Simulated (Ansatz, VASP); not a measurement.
**Sc in VASP and in Ansatz**

File INCAR:

```
  PREC = Accurate
  ENCUT = 600
  EDIFF = 1E-7
  ISMEAR = -1
  SIGMA = 0.1
  LREAL = F
  LASPH = T
  NELM = 80
  ALGO = Normal
  ISIF = 3
  LWAVE = F
  LCHARG = F
  IBRION = 2
  NSW = 80
  EDIFFG = -0.01
```

Contents of KPOINTS:

```
regular mesh
0
Gamma
  11 11 3
```

Contents of POSCAR:

```
Sc
1.0
    3.2821872170      0.0000000000      0.0000000000
   -1.6410936085      2.8424575099      0.0000000000
    0.0000000000      0.0000000000     10.7196234508
Sc
4
Direct
    0.0000000000      0.0000000000      0.0000000000
    0.0000000000      0.0000000000      0.5000000000
    0.3333333333      0.6666666667      0.2500000000
    0.6666666667      0.3333333333      0.7500000000
```

Input for Ansatz:

```yaml
crystal:
  lattice:
    - [3.282187217, 0.0, 0.0]
    - [-1.6410936085, 2.8424575099, 0.0]
    - [0.0, 0.0, 10.7196234508]
  atoms:
    - { symbol: Sc, position: [0.0, 0.0, 0.0] }
    - { symbol: Sc, position: [0.0, 0.0, 0.5] }
    - { symbol: Sc, position: [0.3333333333, 0.6666666667, 0.25] }
    - { symbol: Sc, position: [0.6666666667, 0.3333333333, 0.75] }
hamiltonian:
  xc: lda
  pseudopotentials:
    kind: paw
    azcp:
      Sc: "pseudopotentials/Sc.paw.azcp"
basis:
  ecutwfc: 420
  fft_grid_basis: typed
kpoints:
  mp_grid: { grid: [11, 11, 3], shift: [0, 0, 0] }
magnetization:
  spin_polarized: false
scf:
  occupations: { method: fermi_dirac, width: 0.1 }
relax:
  max_steps: 60
  f_tol: 0.01
  cell: {}
```

Alike in both runs: task relaxation of cell and atoms; functional LDA; k mesh 11 × 11 × 3; occupations fermi-dirac, width 0.1 eV; no spin polarisation.

|  | VASP | Ansatz |
| --- | --- | --- |
| version | VASP 6.6.1 | Ansatz 0.2.0 |
| potentials or method | VASP PAW LDA potentials, release 64 (Sc_sv), cutoff 600 eV | plane waves (420 eV) with PAW, scalar-relativistic |
| valence electrons in the cell | 44 | 44 |

```csv
,VASP,Ansatz,Ansatz less VASP
relaxed volume (Å³/atom),22.51,22.48,-0.031
relaxed cell length with the largest relative difference (Å),3.193,3.191,-0.0017
```

Ansatz warns that its potentials were made for another functional, while VASP's fit it. LDA's correlation is that of Perdew and Zunger in VASP and of Perdew and Wang (1992) in Ansatz.
